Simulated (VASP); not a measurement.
# Zr3SeS2 (P6/mmm) in VASP: a series of runs, part 2 of 2

VASP 6.6.1.

## Step 3: Single point, PBE

This run uses another cell than the first one, of 30.98 Å³/atom.

File INCAR:

```
SYSTEM = Zr3SeS2
ALGO = Normal ; EDIFF = 1E-6
ENCUT = 520 ; GGA = PE
ISIF = 2 ; ISMEAR = 0
LASPH = .TRUE. ; LCHARG = .TRUE.
LELF = .TRUE. ; LREAL = .FALSE.
LVHAR = .TRUE. ; LWAVE = .FALSE.
NBANDS = 36 ; NELM = 100
PREC = Accurate ; SIGMA = 0.1
```

File KPOINTS:

```
k-points
0
G
  3 3 6
  0 0 0
```

File POSCAR:

```
Zr3SeS2
1.0
    8.2904229941      0.0000000000      0.0000000000
   -4.1452114970      7.1797169210      0.0000000000
    0.0000000000      0.0000000000      3.1224374843
Zr Se S
3 1 2
Direct
    0.5000000000      0.0000000000      0.5000000000
    0.0000000000      0.5000000000      0.5000000000
    0.5000000000      0.5000000000      0.5000000000
    0.0000000000      0.0000000000      0.5000000000
    0.3333333333      0.6666666667      0.5000000000
    0.6666666667      0.3333333333      0.5000000000
```

Potentials or basis: VASP PAW PBE potentials, release 64 (Zr_sv, Se, S).

The run is started by

```sh
$ cat potpaw_PBE.64/Zr_sv/POTCAR potpaw_PBE.64/Se/POTCAR potpaw_PBE.64/S/POTCAR > POTCAR
$ mpirun -np 1 vasp_std > vasp.out
```

OUTCAR:

```text
SYSTEM = Zr3SeS2
   EDIFF = 1E-6
   ENCUT = 520
   GGA = PE
   ISIF = 2
   ISMEAR = 0
   LASPH = .TRUE.
   LREAL = .FALSE.
   NELM = 100
   PREC = Accurate

 ion  position               nearest neighbor table
   1  0.500  0.000  0.500-   5 2.39   6 2.39
   2  0.000  0.500  0.500-   5 2.39   6 2.39
   3  0.500  0.500  0.500-   5 2.39   6 2.39
   4  0.000  0.000  0.500-
   5  0.333  0.667  0.500-   1 2.39   2 2.39   3 2.39
   6  0.667  0.333  0.500-   1 2.39   2 2.39   3 2.39

  LATTYP: Found a hexagonal cell.
 ALAT       =     8.2904229941
 C/A-ratio  =     0.3766318663

  Lattice vectors:

 A1 = (   8.2904229941,   0.0000000000,   0.0000000000)
 A2 = (  -4.1452114970,   7.1797169210,   0.0000000000)
 A3 = (   0.0000000000,   0.0000000000,   3.1224374843)

Analysis of symmetry for initial positions (statically):
=====================================================================
 Subroutine PRICEL returns:
 Original cell was already a primitive cell.

 Routine SETGRP: Setting up the symmetry group for a
 hexagonal supercell.
[... 164 lines left out ...]

 val. band max:        4.1398672905   @ k =   0.0000   0.0000   0.5000
 cond. band min:       4.1718180033   @ k =   0.3333   0.3333   0.0000
 fundamental gap:      0.0319507129
 Fermi energy:         4.1405383189

 k-point     1 :       0.0000    0.0000    0.0000
  band No.  band energies     occupation
      1     -45.4753      2.00000
      2     -45.4716      2.00000
      3     -45.4716      2.00000
      4     -23.7745      2.00000
      5     -23.7224      2.00000
      6     -23.7224      2.00000
[... 457 lines left out ...]
     35       6.0443      0.00000
     36       6.0443      0.00000

------------------------ aborting loop because EDIFF is reached ----------------------------------------

  FORCE on cell =-STRESS in cart. coord.  units (eV):
  Direction    XX          YY          ZZ          XY          YZ          ZX
  --------------------------------------------------------------------------------------
  -------------------------------------------------------------------------------------
  Total       -0.0612916     -0.0612916     -0.1437640     -0.0000000      0.0000000      0.0000000
  in kB       -0.5283646     -0.5283646     -1.2393189     -0.0000000      0.0000000      0.0000000
  external PRESSURE =      -0.7653494 kB  Pullay stress =       0.0000000 kB

 VOLUME and BASIS-vectors are now :
 -----------------------------------------------------------------------------
  energy-cutoff  :      520.00
  volume of cell :      185.86
      direct lattice vectors                 reciprocal lattice vectors
     8.290422994  0.000000000  0.000000000     0.120621107  0.069640629  0.000000000
    -4.145211497  7.179716921  0.000000000     0.000000000  0.139281257  0.000000000
     0.000000000  0.000000000  3.122437484     0.000000000  0.000000000  0.320262617

 POSITION                                       TOTAL-FORCE (eV/Angst)
 -----------------------------------------------------------------------------------
      4.14521      0.00000      1.56122        -0.000000      0.000000     -0.000000
     -2.07261      3.58986      1.56122         0.000000      0.000000     -0.000000
      2.07261      3.58986      1.56122         0.000000      0.000000     -0.000000
      0.00000      0.00000      1.56122        -0.000000      0.000000     -0.000000
     -0.00000      4.78648      1.56122        -0.000000      0.000000     -0.000000
      4.14521      2.39324      1.56122         0.000000      0.000000      0.000000
 -----------------------------------------------------------------------------------
    total drift:                               -0.000000      0.000000     -0.000000

  FREE ENERGIE OF THE ION-ELECTRON SYSTEM (eV)
  ---------------------------------------------------
  free  energy   TOTEN  =       -35.8082238736 eV

  energy  without entropy=      -35.7631442824  energy(sigma->0) =      -35.78568408
```

OSZICAR:

```text
N       E                     dE             d eps       ncg     rms          rms(c)
DAV:   1     0.482093306392E+03    0.48209E+03   -0.26100E+04   864   0.136E+03
DAV:   2     0.539468337232E+01   -0.47670E+03   -0.46684E+03  1104   0.363E+02
DAV:   3    -0.364522775372E+02   -0.41847E+02   -0.41015E+02  1336   0.856E+01
DAV:   4    -0.398245667037E+02   -0.33723E+01   -0.33478E+01  1404   0.217E+01
DAV:   5    -0.399257590869E+02   -0.10119E+00   -0.10107E+00  1252   0.346E+00    0.205E+01
DAV:   6    -0.364885710209E+02    0.34372E+01   -0.21126E+01  1048   0.141E+01    0.101E+01
DAV:   7    -0.360492535981E+02    0.43932E+00   -0.65566E+00  1292   0.522E+00    0.710E+00
DAV:   8    -0.358708434420E+02    0.17841E+00   -0.27628E+00  1136   0.309E+00    0.286E+00
DAV:   9    -0.358137229556E+02    0.57120E-01   -0.37510E-01  1072   0.174E+00    0.648E-01
DAV:  10    -0.358108528288E+02    0.28701E-02   -0.11750E-01  1128   0.567E-01    0.420E-01
DAV:  11    -0.358091721109E+02    0.16807E-02   -0.38519E-02  1076   0.347E-01    0.212E-01
DAV:  12    -0.358082428340E+02    0.92928E-03   -0.40897E-03  1192   0.101E-01    0.525E-02
DAV:  13    -0.358082320715E+02    0.10762E-04   -0.53596E-04  1160   0.483E-02    0.242E-02
DAV:  14    -0.358082236588E+02    0.84127E-05   -0.41617E-05  1040   0.141E-02    0.558E-03
DAV:  15    -0.358082238736E+02   -0.21480E-06   -0.55177E-06   976   0.548E-03
   1 F= -.35808224E+02 E0= -.35785684E+02  d E =-.450796E-01
```

stdout:

```text
POSCAR found type information on POSCAR ZrSeS
 POSCAR found :  3 types and       6 ions
 scaLAPACK will be used
 LDA part: xc-table for (Slater+PW92), standard interpolation
 POSCAR, INCAR and KPOINTS ok, starting setup
 FFT: planning ... GRIDC
 FFT: planning ... GRID_SOFT
 FFT: planning ... GRID
 WAVECAR not read
 entering main loop
```

Run time: 2.2 min. Hardware: 1 thread of AMD EPYC 7R43 (Zen 3), shared host; peak memory 0.29 GiB.

Results:

```
Free energy            : -35.8082 eV
Pressure               : -0.1 GPa
Band gap on the k mesh : zero (bands 27 and 28 overlap by 0.65 eV)
```

## Step 4: Single point, PBE

This run uses another cell than the first one, of 30.71 Å³/atom.

File INCAR:

```
PREC = Accurate
ENCUT = 520
EDIFF = 1E-7
ISMEAR = 0
SIGMA = 0.1
LREAL = False
LASPH = True
NELM = 100
ALGO = Normal
ISIF = 2
LWAVE = False
LCHARG = False
GGA = PE
NBANDS = 36
```

File KPOINTS:

```
Automatic mesh
0
Gamma
  6 6 12
```

Changes to POSCAR since step 3:

```diff
@@ -2,5 +2,5 @@
 1.0
-    8.2904229941      0.0000000000      0.0000000000
-   -4.1452114970      7.1797169210      0.0000000000
-    0.0000000000      0.0000000000      3.1224374843
+    8.2907503665      0.0000000000      0.0000000000
+   -4.1453751832      7.1800004339      0.0000000000
+    0.0000000000      0.0000000000      3.0954692047
 Zr Se S
```

Potentials or basis: VASP PAW PBE potentials, release 64 (Zr_sv, Se, S).

The run is started by

```sh
$ cat potpaw_PBE.64/Zr_sv/POTCAR potpaw_PBE.64/Se/POTCAR potpaw_PBE.64/S/POTCAR > POTCAR
$ mpirun -np 1 vasp_std > vasp.out
```

OUTCAR:

```text
PREC = Accurate
   ENCUT = 520
   EDIFF = 1E-7
   ISMEAR = 0
   LREAL = False
   LASPH = True
   NELM = 100
   ISIF = 2
   GGA = PE

 ion  position               nearest neighbor table
   1  0.500  0.000  0.500-   5 2.39   6 2.39
   2  0.000  0.500  0.500-   5 2.39   6 2.39
   3  0.500  0.500  0.500-   5 2.39   6 2.39
   4  0.000  0.000  0.500-
   5  0.333  0.667  0.500-   2 2.39   1 2.39   3 2.39
   6  0.667  0.333  0.500-   2 2.39   1 2.39   3 2.39

  LATTYP: Found a hexagonal cell.
 ALAT       =     8.2907503665
 C/A-ratio  =     0.3733641791

  Lattice vectors:

 A1 = (   8.2907503665,   0.0000000000,   0.0000000000)
 A2 = (  -4.1453751832,   7.1800004339,   0.0000000000)
 A3 = (   0.0000000000,   0.0000000000,   3.0954692047)

Analysis of symmetry for initial positions (statically):
=====================================================================
 Subroutine PRICEL returns:
 Original cell was already a primitive cell.

 Routine SETGRP: Setting up the symmetry group for a
 hexagonal supercell.

 Subroutine GETGRP returns: Found 24 space group operations
 (whereof 24 operations were pure point group operations)
 out of a pool of 24 trial point group operations.

The static configuration has the point symmetry D_6h.

Analysis of symmetry for dynamics (positions and initial velocities):
=====================================================================
 Subroutine PRICEL returns:
 Original cell was already a primitive cell.

 Routine SETGRP: Setting up the symmetry group for a
 hexagonal supercell.

 Subroutine GETGRP returns: Found 24 space group operations
 (whereof 24 operations were pure point group operations)
 out of a pool of 24 trial point group operations.

The dynamic configuration has the point symmetry D_6h.

 Subroutine INISYM returns: Found 24 space group operations
[... 125 lines left out ...]
     AMIX_MAG =   1.60;   BMIX_MAG =  1.00
  volume/ion in A,a.u.               =      30.71       207.25
  Fermi-wavevector in a.u.,A,eV,Ry     =   1.087405  2.054897 16.088191  1.182449
  Thomas-Fermi vector in A             =   2.223563
   LORBIT       =      0    0 simple, 1 ext, 2 COOP (PROOUT), +10 PAW based schemes
   GGA     = PE    functional components
   LHFCALC =     F    Hartree Fock is set to
   AEXX    =    0.0000 exact exchange contribution
   IVDW    =     0    specifies the selected vdW correction
   LEPSILON=     F    determine dielectric tensor
   LRPA    =     F    only Hartree local field effects (RPA)
 non-spin polarized calculation
 Gauss-broadening in eV      SIGMA  =   0.10
  energy-cutoff  :      520.00
  volume of cell :      184.27
 maximum number of plane-waves:      5015
 NGX is ok and might be reduce to    64
   NGX = 31   NGY = 31   NGZ = 11

 number of electron      54.0000000 magnetization

 Free energy of the ion-electron system (eV)
  ---------------------------------------------------
  ext. energy  EPLUGINS =         0.00000000
  ---------------------------------------------------
  free energy    TOTEN  =       -35.79894642 eV

  energy without entropy =      -35.75707824  energy(sigma->0) =      -35.77801233

 E-fermi :   4.1750     XC(G=0):  -8.7552

 val. band max:        4.1699389446   @ k =   0.3333  -0.0000   0.4167
 cond. band min:       4.1782516036   @ k =   0.1667   0.0000   0.4167
 fundamental gap:      0.0083126589
 Fermi energy:         4.1750371763

 k-point     1 :       0.0000    0.0000    0.0000
  band No.  band energies     occupation
      1     -45.4390      2.00000
      2     -45.4352      2.00000
      3     -45.4352      2.00000
      4     -23.7416      2.00000
      5     -23.6512      2.00000
      6     -23.6512      2.00000
[... 925 lines left out ...]
     35       5.6541      0.00000
     36       5.7590      0.00000

 [... further k-points ...]

------------------------ aborting loop because EDIFF is reached ----------------------------------------

  FORCE on cell =-STRESS in cart. coord.  units (eV):
  Direction    XX          YY          ZZ          XY          YZ          ZX
  --------------------------------------------------------------------------------------
  -------------------------------------------------------------------------------------
  Total       -0.0052866     -0.0052866     -0.0624887     -0.0000000     -0.0000000      0.0000000
  in kB       -0.0459668     -0.0459668     -0.5433345     -0.0000000     -0.0000000      0.0000000
  external PRESSURE =      -0.2117561 kB  Pullay stress =       0.0000000 kB

 VOLUME and BASIS-vectors are now :
 -----------------------------------------------------------------------------
  energy-cutoff  :      520.00
  volume of cell :      184.27
      direct lattice vectors                 reciprocal lattice vectors
     8.290750366  0.000000000  0.000000000     0.120616344  0.069637879  0.000000000
    -4.145375183  7.180000434  0.000000000     0.000000000  0.139275758  0.000000000
     0.000000000  0.000000000  3.095469205     0.000000000  0.000000000  0.323052802

 POSITION                                       TOTAL-FORCE (eV/Angst)
 -----------------------------------------------------------------------------------
      4.14538      0.00000      1.54773        -0.000000      0.000000      0.000000
     -2.07269      3.59000      1.54773        -0.000000      0.000000      0.000000
      2.07269      3.59000      1.54773        -0.000000      0.000000      0.000000
      0.00000      0.00000      1.54773        -0.000000      0.000000      0.000000
     -0.00000      4.78667      1.54773        -0.000000      0.000000      0.000000
      4.14538      2.39333      1.54773         0.000000      0.000000      0.000000
 -----------------------------------------------------------------------------------
    total drift:                               -0.000000      0.000000     -0.000000

  FREE ENERGIE OF THE ION-ELECTRON SYSTEM (eV)
  ---------------------------------------------------
  free  energy   TOTEN  =       -35.7989464161 eV

  energy  without entropy=      -35.7570782381  energy(sigma->0) =      -35.77801233
```

stdout:

```text
POSCAR found type information on POSCAR ZrSeS
 POSCAR found :  3 types and       6 ions
 scaLAPACK will be used
 LDA part: xc-table for (Slater+PW92), standard interpolation
 POSCAR, INCAR and KPOINTS ok, starting setup
 FFT: planning ... GRIDC
 FFT: planning ... GRID_SOFT
 FFT: planning ... GRID
 WAVECAR not read
 entering main loop
```

Wall time 8.1 min (1 thread of AMD EPYC 7R43 (Zen 3), shared host); peak memory 0.44 GiB.

Results:

```yaml
Free_energy: -35.7989 eV
Pressure: 0.0 GPa
Band_gap_on_the_k_mesh: zero (bands 27 and 28 overlap by 0.80 eV)
```

Levels at points of the mesh, in eV from the Fermi level:
| k point | band 24 | band 25 | band 26 | band 27 | band 28 | band 29 | band 30 | band 31 |
| --- | --- | --- | --- | --- | --- | --- | --- | --- |
| (0.00, 0.00, 0.00) | -1.85 | -1.52 | -0.52 | -0.52 | -0.46 | -0.45 | 1.35 | 1.35 |
| (0.50, 0.00, 0.00) | -1.69 | -1.25 | -0.91 | -0.08 | 0.40 | 0.43 | 1.10 | 1.21 |
| (0.00, 0.00, 0.50) | -1.29 | -0.64 | -0.64 | -0.29 | -0.29 | -0.07 | 0.25 | 0.25 |
| (0.50, 0.00, 0.50) | -0.98 | -0.83 | -0.83 | -0.67 | -0.17 | -0.05 | 1.07 | 1.08 |

## Step 5: Relaxation of cell and atoms, PBE

File INCAR:

```
SYSTEM = Zr3SeS2
  ALGO = Normal
  EDIFF = 1E-7
  EDIFFG = -0.04
  ENCUT = 600
  GGA = PE
  IBRION = 2
  ISIF = 3
  ISMEAR = 0
  LASPH = .TRUE.
  LCHARG = .FALSE.
  LREAL = .FALSE.
  LWAVE = .FALSE.
  NELM = 80
  NSW = 90
  PREC = Accurate
  SIGMA = 0.1
```

File KPOINTS:

```
k-points
0
G
  3 3 6
  0 0 0
```

Changes to POSCAR since step 4:

```diff
@@ -2,5 +2,5 @@
 1.0
-    8.2907503665      0.0000000000      0.0000000000
-   -4.1453751832      7.1800004339      0.0000000000
-    0.0000000000      0.0000000000      3.0954692047
+    8.2642889732      0.0000000000      0.0000000000
+   -4.1321444866      7.1570841950      0.0000000000
+    0.0000000000      0.0000000000      3.2011908018
 Zr Se S
```

The run is started by

```sh
$ cat potpaw_PBE.64/Zr_sv/POTCAR potpaw_PBE.64/Se/POTCAR potpaw_PBE.64/S/POTCAR > POTCAR
$ mpirun -np 1 vasp_std > vasp.out
```

Wall time 8.3 min (1 thread of AMD EPYC 7R43 (Zen 3), shared host); peak memory 0.4 GiB.

Results (log left out):

```yaml
Free_energy: -35.8093 eV
Relaxed_volume: 30.89 Å³/atom
Relaxed_cell: a = 8.283 Å, b = 8.283 Å, c = 3.120 Å, α = 90.00°, β = 90.00°, γ = 120.00°
Space_group_after_relaxing_to_0.1_Å: P6/mmm (No. 191)
Energy_gained_by_relaxing: 5.3 meV/atom
Ionic_steps: 3
Pressure_after_relaxing: 0.1 GPa
Band_gap_on_the_k_mesh: zero (bands 27 and 28 overlap by 0.66 eV)
```

Stress tensor (GPa, compression positive):
```
 0.13  0.00  0.00
 0.00  0.13  0.00
 0.00  0.00 -0.01
```

The path:
```
step  energy change (eV)  largest force (eV/Å)  pressure (GPa)  volume (Å³)
   1              0.0000                0.0000           -0.53       189.34
   2             -0.0289                0.0000           -0.10       186.45
   3             -0.0316                0.0000            0.08       185.36
```

Final structure:
```
CELL_PARAMETERS angstrom
8.28276 0.00000 0.00000
-4.14138 7.17308 0.00000
0.00000 0.00000 3.11994
ATOMIC_POSITIONS crystal
Zr 0.50000 0.00000 0.50000
Zr 0.00000 0.50000 0.50000
Zr 0.50000 0.50000 0.50000
Se 0.00000 0.00000 0.50000
S 0.33333 0.66667 0.50000
S 0.66667 0.33333 0.50000
```

Levels at points of the mesh, in eV from the Fermi level:
| k point | band 24 | band 25 | band 26 | band 27 | band 28 | band 29 | band 30 | band 31 | band 32 |
| --- | --- | --- | --- | --- | --- | --- | --- | --- | --- |
| (0.00, 0.00, 0.00) | -1.74 | -1.60 | -0.54 | -0.52 | -0.52 | -0.44 | 1.34 | 1.34 | 1.56 |
| (0.00, 0.00, 0.50) | -1.23 | -0.77 | -0.77 | -0.21 | -0.21 | 0.00 | 0.21 | 0.21 | 0.75 |

## Step 6: Summary

```tsv
task	cell	k mesh	cutoff (eV)	gap on the mesh (eV)	pressure (GPa)
single point	a = 8.264, b = 8.264, c = 3.201 Å, angles 90.0, 90.0, 120.0°, 6 atoms	3 × 3 × 4	520	none	-0.1
single point	a = 8.290, b = 8.290, c = 3.122 Å, angles 90.0, 90.0, 120.0°, 6 atoms	3 × 3 × 6	520	none	-0.1
single point	a = 8.291, b = 8.291, c = 3.095 Å, angles 90.0, 90.0, 120.0°, 6 atoms	6 × 6 × 12	520	none	0.0
relaxation of cell and atoms	relaxed from a = 8.264, b = 8.264, c = 3.201 Å, angles 90.0, 90.0, 120.0°, 6 atoms	3 × 3 × 6	600	none	0.1
```

Alike in all rows: level PBE; potentials or basis VASP PAW PBE potentials, release 64 (Zr_sv, Se, S); no spin polarisation; smearing gaussian 0.1 eV.

Caveats: some runs use coarse meshes.

Total energies depend on the potentials used, so only differences within one code and one set of settings carry meaning.
